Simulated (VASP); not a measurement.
# YAlC4N4 (P-43m) in VASP: a series of runs, part 2 of 2

VASP 6.6.1. Earlier steps stand in the parts before.

### Step 4. Single point, PBE, collinear spin, ferromagnetic start

This run uses another cell than the first one, of 22.34 Å³/atom, 0.919 times its volume.

The input, INCAR:

```
SYSTEM = YAlC4N4
PREC = Accurate ; ENCUT = 520
EDIFF = 1E-6 ; ISMEAR = 0
SIGMA = 0.1 ; LREAL = .FALSE.
LASPH = .TRUE. ; NELM = 150
ALGO = Normal ; ISIF = 2
LWAVE = .FALSE. ; LCHARG = .TRUE.
ISPIN = 2 ; MAGMOM = 0 0 1 1 1 1 1 1 1 1
LORBIT = 11 ; LMAXMIX = 4
GGA = PE ; LELF = .TRUE.
LVHAR = .TRUE. ; NBANDS = 40
```

The input, KPOINTS:

```
Automatic mesh
0
G
  4 4 4
  0 0 0
```

The input, POSCAR:

```
YAlC4N4
1.0
    6.0679513300      0.0000000000      0.0000000000
    0.0000000000      6.0679513300      0.0000000000
    0.0000000000      0.0000000000      6.0679513300
Y Al C N
1 1 4 4
Direct
    0.5000000000      0.5000000000      0.5000000000
    0.0000000000      0.0000000000      0.0000000000
    0.1784015200      0.1784015200      0.1784015200
    0.1784015200      0.8215984800      0.8215984800
    0.8215984800      0.1784015200      0.8215984800
    0.8215984800      0.8215984800      0.1784015200
    0.2897240700      0.2897240700      0.2897240700
    0.2897240700      0.7102759300      0.7102759300
    0.7102759300      0.2897240700      0.7102759300
    0.7102759300      0.7102759300      0.2897240700
```

Potentials or basis: VASP PAW PBE potentials, release 64 (Y_sv, Al, C, N).

Launch:

```console
$ cat potpaw_PBE.64/Y_sv/POTCAR potpaw_PBE.64/Al/POTCAR potpaw_PBE.64/C/POTCAR potpaw_PBE.64/N/POTCAR > POTCAR
$ mpirun -np 1 vasp_std > vasp.out
```

OUTCAR:

```text
SYSTEM = YAlC4N4
   PREC = Accurate
   ENCUT = 520
   EDIFF = 1E-6
   ISMEAR = 0
   LREAL = .FALSE.
   LASPH = .TRUE.
   NELM = 150
   ISIF = 2
   ISPIN = 2
   LORBIT = 11
   GGA = PE

 ion  position               nearest neighbor table
   1  0.500  0.500  0.500-   7 2.21   8 2.21   9 2.21  10 2.21
   2  0.000  0.000  0.000-   3 1.87   4 1.87   5 1.87   6 1.87
   3  0.178  0.178  0.178-   7 1.17   2 1.87
   4  0.178  0.822  0.822-   8 1.17   2 1.87
   5  0.822  0.178  0.822-   9 1.17   2 1.87
   6  0.822  0.822  0.178-  10 1.17   2 1.87
   7  0.290  0.290  0.290-   3 1.17   1 2.21
   8  0.290  0.710  0.710-   4 1.17   1 2.21
   9  0.710  0.290  0.710-   5 1.17   1 2.21
[... 1026 lines left out ...]
  energy-cutoff  :      520.00
  volume of cell :      223.42
      direct lattice vectors                 reciprocal lattice vectors
     6.067951330  0.000000000  0.000000000     0.164800267  0.000000000  0.000000000
     0.000000000  6.067951330  0.000000000     0.000000000  0.164800267  0.000000000
     0.000000000  0.000000000  6.067951330     0.000000000  0.000000000  0.164800267

 POSITION                                       TOTAL-FORCE (eV/Angst)
 -----------------------------------------------------------------------------------
      3.03398      3.03398      3.03398        -0.000000     -0.000000      0.000000
      0.00000      0.00000      0.00000         0.000000     -0.000000      0.000000
      1.08253      1.08253      1.08253        -0.272672     -0.272672     -0.272672
      1.08253      4.98542      4.98542        -0.272672      0.272672      0.272672
      4.98542      1.08253      4.98542         0.272672     -0.272672      0.272672
      4.98542      4.98542      1.08253         0.272672      0.272672     -0.272672
      1.75803      1.75803      1.75803         0.830377      0.830377      0.830377
      1.75803      4.30992      4.30992         0.830377     -0.830377     -0.830377
      4.30992      1.75803      4.30992        -0.830377      0.830377     -0.830377
      4.30992      4.30992      1.75803        -0.830377     -0.830377      0.830377
 -----------------------------------------------------------------------------------
    total drift:                                0.000000      0.000000      0.000000

  FREE ENERGIE OF THE ION-ELECTRON SYSTEM (eV)
  ---------------------------------------------------
  free  energy   TOTEN  =       -79.3328924517 eV

  energy  without entropy=      -79.3027337497  energy(sigma->0) =      -79.31781310

 total charge

# of ion       s       p       d       f       tot
--------------------------------------------------
    1        2.183   6.428   1.173   0.102   9.887
    2        0.377   0.515   0.000   0.000   0.892
    3        0.965   1.689   0.000   0.000   2.654
    4        0.965   1.689   0.000   0.000   2.654
    5        0.965   1.689   0.000   0.000   2.654
    6        0.965   1.689   0.000   0.000   2.654
    7        1.309   2.607   0.000   0.000   3.916
    8        1.309   2.607   0.000   0.000   3.916
    9        1.309   2.607   0.000   0.000   3.916
   10        1.309   2.607   0.000   0.000   3.916
--------------------------------------------------
tot         11.656  24.125   1.173   0.102  37.056

 magnetization (x)

# of ion       s       p       d       f       tot
--------------------------------------------------
    1        0.003   0.025   0.296   0.001   0.325
    2       -0.002   0.010   0.000   0.000   0.008
    3        0.007   0.074   0.000   0.000   0.081
    4        0.007   0.074   0.000   0.000   0.081
    5        0.007   0.074   0.000   0.000   0.081
    6        0.007   0.074   0.000   0.000   0.081
    7       -0.001   0.025   0.000   0.000   0.024
    8       -0.001   0.025   0.000   0.000   0.024
    9       -0.001   0.025   0.000   0.000   0.024
   10       -0.001   0.025   0.000   0.000   0.024
--------------------------------------------------
tot          0.025   0.431   0.296   0.001   0.753
```

OSZICAR:

```text
N       E                     dE             d eps       ncg     rms          rms(c)
DAV:   1     0.297052103052E+03    0.29705E+03   -0.21963E+04  1600   0.105E+03
DAV:   2    -0.533795225275E+02   -0.35043E+03   -0.33484E+03  2128   0.262E+02
DAV:   3    -0.869481530492E+02   -0.33569E+02   -0.33225E+02  2440   0.762E+01
DAV:   4    -0.881106292808E+02   -0.11625E+01   -0.11592E+01  2288   0.124E+01
DAV:   5    -0.881422506030E+02   -0.31621E-01   -0.31614E-01  2368   0.175E+00    0.410E+01
DAV:   6    -0.800222771257E+02    0.81200E+01   -0.23472E+01  1864   0.238E+01    0.302E+01
DAV:   7    -0.793799858100E+02    0.64229E+00   -0.43074E+00  2240   0.949E+00    0.165E+01
DAV:   8    -0.792897346754E+02    0.90251E-01   -0.95054E-01  1928   0.477E+00    0.423E+00
DAV:   9    -0.793269864544E+02   -0.37252E-01   -0.12130E-01  1872   0.185E+00    0.134E+00
DAV:  10    -0.793302031109E+02   -0.32167E-02   -0.13533E-02  1928   0.669E-01    0.447E-01
DAV:  11    -0.793320779075E+02   -0.18748E-02   -0.79222E-03  2000   0.451E-01    0.244E-01
DAV:  12    -0.793324990022E+02   -0.42109E-03   -0.88885E-04  1896   0.160E-01    0.132E-01
DAV:  13    -0.793327307526E+02   -0.23175E-03   -0.23519E-04  2072   0.826E-02    0.580E-02
DAV:  14    -0.793328602065E+02   -0.12945E-03   -0.16957E-04  2072   0.580E-02    0.422E-02
DAV:  15    -0.793328742304E+02   -0.14024E-04   -0.15352E-05  2136   0.175E-02    0.285E-02
DAV:  16    -0.793328900400E+02   -0.15810E-04   -0.19311E-05  1736   0.190E-02    0.789E-03
DAV:  17    -0.793328922176E+02   -0.21776E-05   -0.41207E-06  1624   0.920E-03    0.488E-03
DAV:  18    -0.793328924517E+02   -0.23408E-06   -0.31641E-07  1264   0.280E-03
   1 F= -.79332892E+02 E0= -.79317813E+02  d E =-.301587E-01  mag=     1.5942
```

Run time: 6.2 min. Hardware: 1 thread of Oxide Virtual Turin-like, shared host; peak memory 0.45 GiB.

What came out:

```
Free energy                                           : -79.3329 eV
Pressure                                              : 6.3 GPa
Largest force                                         : 1.438 eV/Å
Net moment                                            : 1.60 μB per cell
Site moments                                          : Y +0.33; Al +0.01; C +0.08; N +0.02 μB
Valence electrons inside the program's atomic spheres : Y 9.89; Al 0.89; C 2.65; N 3.92
```

Forces on the atoms (eV/Å):
```
Y    0.000  0.000  0.000
Al   0.000  0.000  0.000
C   -0.273 -0.273 -0.273
C   -0.273  0.273  0.273
C    0.273 -0.273  0.273
C    0.273  0.273 -0.273
N    0.830  0.830  0.830
N    0.830 -0.830 -0.830
N   -0.830  0.830 -0.830
N   -0.830 -0.830  0.830
```

Caveat: forces of over 1 eV/Å act on the atoms, so gaps and moduli don't describe the material at rest.

### Step 5. The runs side by side

```tsv
task	spin	cell	k mesh	cutoff (eV)	gap on the mesh (eV)	pressure (GPa)	largest force (eV/Å)
single point	off	a = 6.241 Å, 10 atoms	6 × 6 × 6	520	none	0.2	0.34
relaxation of cell and atoms	off	relaxed from a = 6.068 Å, 10 atoms	4 × 4 × 4	600	none	0.0	0.03
single point	collinear, ferromagnetic start	a = 6.068 Å, 10 atoms	4 × 4 × 4	520	none	6.3	1.44
```

Alike in all rows: level PBE; potentials or basis VASP PAW PBE potentials, release 64 (Y_sv, Al, C, N); smearing gaussian 0.1 eV.

Caveats: forces of over 1 eV/Å act on the atoms, so gaps and moduli don't describe the material at rest (some runs).

Total energies depend on the potentials used, so only differences within one code and one set of settings carry meaning.
